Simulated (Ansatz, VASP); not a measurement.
## One calculation of AlNi3, two programs

File INCAR:

```
  PREC = Accurate
  ENCUT = 520
  EDIFF = 1E-6
  ISMEAR = 0
  SIGMA = 0.1
  LREAL = False
  LASPH = True
  NELM = 150
  ALGO = Fast
  ISIF = 2
  LWAVE = False
  LCHARG = True
  ISPIN = 2
  MAGMOM = 0 -0.43 0 0
  LORBIT = 11
  LMAXMIX = 4
  GGA = PE
  LELF = True
  LVHAR = True
  NBANDS = 28
```

Contents of KPOINTS:

```
regular mesh
0
Gamma
  24 24 6
```

The input POSCAR:

```
AlNi3
1.0
    2.6204992196      0.0000000000      0.0000000000
   -1.3102496098      2.2694188948      0.0000000000
    0.0000000000      0.0000000000      7.8470258161
Al Ni
1 3
Direct
    0.3333333333      0.6666666667      0.0000000000
    0.3333333333      0.6666666667      0.5000000000
    0.6666666667      0.3333333333      0.2447537539
    0.6666666667      0.3333333333      0.7552462461
```

Input for Ansatz:

```yaml
crystal:
  lattice:
    - [2.6204992196, 0.0, 0.0]
    - [-1.3102496098, 2.2694188948, 0.0]
    - [0.0, 0.0, 7.8470258161]
  atoms:
    - { symbol: Al, position: [0.3333333333, 0.6666666667, 0.0] }
    - { symbol: Ni, position: [0.3333333333, 0.6666666667, 0.5], spin: -0.43 }
    - { symbol: Ni, position: [0.6666666667, 0.3333333333, 0.2447537539] }
    - { symbol: Ni, position: [0.6666666667, 0.3333333333, 0.7552462461] }
basis:
  ecutwfc: 420
kpoints:
  mp_grid: { grid: [24, 24, 6] }
  band_path:
    path:
      - [[0.0, 0.0, 0.0], [0.5, 0.0, 0.0], [0.33333333, 0.33333333, 0.0], [0.0, 0.0, 0.0], [0.0, 0.0, 0.5], [0.5, 0.0, 0.5], [0.33333333, 0.33333333, 0.5], [0.0, 0.0, 0.5]]
      - [[0.5, 0.0, 0.5], [0.5, 0.0, 0.0]]
      - [[0.33333333, 0.33333333, 0.5], [0.33333333, 0.33333333, 0.0]]
    npoints: 14
hamiltonian:
  xc: pbe
scf:
  occupations: { method: gaussian, width: 0.1 }
  n_extra_bands: 10
output:
  forces: true
  stress: true
  eigenvalues: true
  populations: true
  dos: { projected: true, de: 0.02, nscf_kmesh: { grid: [29, 29, 8] } }
  bader: true
  write_density: true
  write_potential: true
  elf: true
  volumetric_format: npy
magnetization:
  spin_polarized: true
checkpoint:
  read: start.run
  write: ck
  compress: false
  write_wavefunctions: false
  write_every: 100000
```

Alike in both runs: task single point; functional PBE; k mesh 24 × 24 × 6; occupations gaussian, width 0.1 eV; collinear spin.

```csv
,VASP,Ansatz
version,VASP 6.6.1,Ansatz 0.2.0
potentials or method,"VASP PAW PBE potentials, release 64 (Al, Ni), cutoff 520 eV","scalar-relativistic, plane waves, PAW"
valence electrons in the cell,33,57
```

VASP gave:

- gap on the k mesh at the Fermi level (eV): none
- pressure (GPa): 0.1
- traceless stress, the component that is largest in VASP (GPa): -0.10
- rms of the force components (eV/Å): 0.005
- net moment per atom (μB): 0.11
- size of the moment on the site where the two differ most (μB): 0.34

Which values does Ansatz return?

gap on the k mesh at the Fermi level (eV): none; pressure (GPa): 0.0; traceless stress, the component that is largest in VASP (GPa): 0.01; rms of the force components (eV/Å): 0.001; net moment per atom (μB): 0.12; size of the moment on the site where the two differ most (μB): 0.39.

Site moments also hang on the region over which each program counts them. Atom by atom the forces differ by 0.006 eV/Å (rms over components). A gap of «none» marks a metal or a gap that the smearing closes. With one functional, cell and mesh, what is left measures potentials, basis and numerics. VASP's potentials hold 33 valence electrons a cell and Ansatz's 57, so a difference there can come from the potentials and not from the codes. Ansatz's warnings: stability check not made.
